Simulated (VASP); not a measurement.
Mg: single point with BLYP

Crystal: Mg.

```
Mg
1.0
     3.34326    0.00000    0.00000
    -1.67163    2.89535    0.00000
     0.00000    0.00000   10.88818
Mg
4
Direct
  0.00000 0.00000 0.00000
  0.00000 0.00000 0.50000
  0.33333 0.66667 0.25000
  0.66667 0.33333 0.75000
```

```
Program                : VASP 6.6.1
Task                   : single point
Functional             : BLYP
Potentials or basis    : VASP PAW PBE potentials, release 64 (Mg)
Cutoff                 : 520 eV
k mesh                 : 13 × 13 × 4
Occupations            : fermi-dirac, width 0.1 eV
Spin                   : no spin polarisation
Dipole correction      : no
Further INCAR settings : ALGO = Normal; EDIFF = 1e-06; NBANDS = 12
```

```
Pressure               : -2.6 GPa
Band gap on the k mesh : zero (bands 4 and 5 overlap by 2.50 eV)
```

Stress tensor (GPa, compression positive):
```
-2.70  0.00  0.00
 0.00 -2.70  0.00
 0.00  0.00 -2.52
```

Levels at points of the mesh, in eV from the Fermi level:
```csv
k point,band 2,band 3,band 4,band 5,band 6,band 7
"(0.00, 0.00, 0.00)",-5.13,-5.12,-1.42,-1.40,4.53,4.53
"(0.00, 0.00, 0.50)",-6.07,-3.56,-3.56,1.30,1.30,8.19
```

It took 43 s on 1 thread of AMD EPYC 9R45 96-Core Processor (Zen 5) (shared host), peak memory 0.24 GiB.

Caveat: the PAW data sets were made with another functional, which shifts forces and pressure a little.
